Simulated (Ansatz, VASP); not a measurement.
# One calculation of InP, two programs

File INCAR:

```
PREC     = Accurate       # precision mode
ENCUT    = 520            # plane-wave cutoff, eV
EDIFF    = 1E-6           # SCF threshold, eV
ISMEAR   = -1             # smearing method
SIGMA    = 0.03           # smearing width, eV
LREAL    = F              # projectors in reciprocal space
LASPH    = T              # aspherical terms in the spheres
NELM     = 60             # most SCF steps
ALGO     = Normal         # electronic algorithm
ISIF     = 2              # what is computed and relaxed
LWAVE    = F              # write WAVECAR
LCHARG   = F              # write CHGCAR
GGA      = PS             # functional
NBANDS   = 16             # bands
```

File KPOINTS:

```
Automatic mesh
0
Gamma
  11 11 11
```

File POSCAR:

```
InP
1.0
    0.0856500000      2.8978250000      2.8978250000
    2.8978250000      0.0856500000      2.8978250000
    2.8978250000      2.8978250000      0.0856500000
In P
1 1
Direct
    0.0000000000      0.0000000000      0.0000000000
    0.5000000000      0.5000000000      0.5000000000
```

Input for Ansatz:

```yaml
crystal:
  lattice:
    - [0.08565, 2.897825, 2.897825]
    - [2.897825, 0.08565, 2.897825]
    - [2.897825, 2.897825, 0.08565]
  atoms:
    - { symbol: In, position: [0.0, 0.0, 0.0] }
    - { symbol: P, position: [0.5, 0.5, 0.5] }
kpoints:
  mp_grid: { grid: [11, 11, 11] }
  band_path:
    path:
      - [0.0, 0.0, 0.0]
      - [0.5, 0.5, 0.5]
      - [0.2428775097, 0.5, 0.7571224903]
      - [-0.2428775097, 0.2428775097, 0.5]
      - [0.0, 0.0, 0.5]
      - [0.0, 0.0, 0.0]
      - [-0.3714387548, 0.0, 0.3714387548]
      - [0.0, 0.3714387548, 0.6285612452]
      - [0.0, 0.5, 0.5]
    npoints: 5
scf:
  occupations: { method: fermi_dirac, width: 0.03 }
hamiltonian:
  xc: pbesol
  pseudopotentials: { kind: all_electron, lapw: { basis_error: 0.00025 } }
output:
  forces: true
  stress: true
  eigenvalues: true
```

Change from the starting cell: equal xy, yz and zx shear strains of +3 %.

Alike in both runs: task single point; functional PBEsol; k mesh 11 × 11 × 11; occupations fermi-dirac, width 0.03 eV; no spin polarisation.

```csv
,VASP,Ansatz
version,VASP 6.6.1,Ansatz 0.2.0
potentials or method,"VASP PAW PBE potentials, release 64 (In_d, P), cutoff 520 eV","all-electron LAPW, scalar-relativistic"
```

|  | VASP | Ansatz | Ansatz less VASP |
| --- | --- | --- | --- |
| pressure (GPa) | -8.2 | -8.2 | 0.00 |
| traceless stress, the component that is largest in VASP (GPa) | -0.92 | -0.92 | +0.001 |

VASP's potentials were made for PBE, not for PBEsol. Ansatz ran all-electron here, and VASP with PAW potentials.
